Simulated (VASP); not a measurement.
Na: single point with LDA

Na:

```
Na
1.0
    -1.48036    1.75999    2.41498
     1.75999   -1.48036    2.41498
     1.67949    1.67949   -2.21585
Na
1
Direct
  0.00000 0.00000 0.00000
```

- Program: VASP 6.6.1
- Task: single point
- Functional: LDA
- Potentials or basis: VASP PAW LDA potentials, release 64 (Na_pv)
- Cutoff: 520 eV
- k mesh: 18 × 18 × 18
- Occupations: gaussian, width 0.15 eV
- Spin: no spin polarisation
- Dipole correction: no
- Further INCAR settings: ALGO = Fast; EDIFF = 1e-06; NBANDS = 10

The pressure is 2.0 GPa and the band gap on the k mesh is zero (an odd number of electrons rules out a gap without spin polarisation).

Stress tensor (GPa, compression positive):
```
 1.81  0.07 -0.86
 0.07  1.81 -0.86
-0.86 -0.86  2.24
```

Levels at points of the mesh, in eV from the Fermi level:
```csv
k point,band 1,band 2,band 3,band 4,band 5,band 6,band 7
"(0.00, 0.00, 0.00)",-24.81,-24.81,-24.81,-3.92,11.06,12.63,13.07
"(0.50, 0.00, 0.00)",-24.90,-24.83,-24.81,0.23,0.74,11.96,12.93
"(0.50, 0.50, 0.00)",-24.90,-24.87,-24.84,2.79,3.22,6.04,6.10
"(0.00, 0.00, 0.50)",-24.91,-24.84,-24.83,1.47,2.12,7.74,9.40
"(0.50, 0.00, 0.50)",-24.92,-24.84,-24.82,1.08,1.74,9.56,10.67
"(0.50, 0.50, 0.50)",-24.92,-24.85,-24.84,2.21,2.78,7.14,8.60
```

Wall time 2.2 min on 1 thread of Intel(R) Xeon(R) 6975P-C (Granite Rapids) (shared host), peak memory 0.42 GiB.
